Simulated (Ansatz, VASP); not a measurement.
**YHg2: VASP beside Ansatz**

```
CELL_PARAMETERS angstrom
4.86457 0.00000 0.00000
-2.43229 4.21284 0.00000
0.00000 0.00000 3.60535
ATOMIC_POSITIONS crystal
Y 0.00000 0.00000 0.00000
Hg 0.33333 0.66667 0.50000
Hg 0.66667 0.33333 0.50000
```

Change from the starting cell: volume scaled by 1.06, crystal datasets.

Alike in both runs: task electric field gradients; functional PBEsol; k mesh 10 × 10 × 12; occupations fermi-dirac, width 0.03 eV; no spin polarisation.

|  | VASP | Ansatz |
| --- | --- | --- |
| version | VASP 6.6.1 | Ansatz 0.2.0 |
| potentials or method | VASP PAW PBE potentials, release 64 (Y_sv, Hg), cutoff 520 eV | all-electron PAW with datasets made for the crystal, scalar-relativistic |

Ansatz gave:

| Quantity | Value |
| --- | --- |
| pressure (GPa) | -3.8 |
| traceless stress, the component that is largest in VASP (GPa) | -0.79 |
| size of Vzz on the site where it differs most (V/Å²) | 282.1 |

Problem. Which values does VASP return?

Solution. Pressure (GPa): -3.5; traceless stress, the component that is largest in VASP (GPa): -1.01; size of Vzz on the site where it differs most (V/Å²): 322.7.

VASP's potentials were made for PBE, not for PBEsol. Ansatz ran all-electron here, and VASP with PAW potentials.

Neither program's run includes spin-orbit coupling.
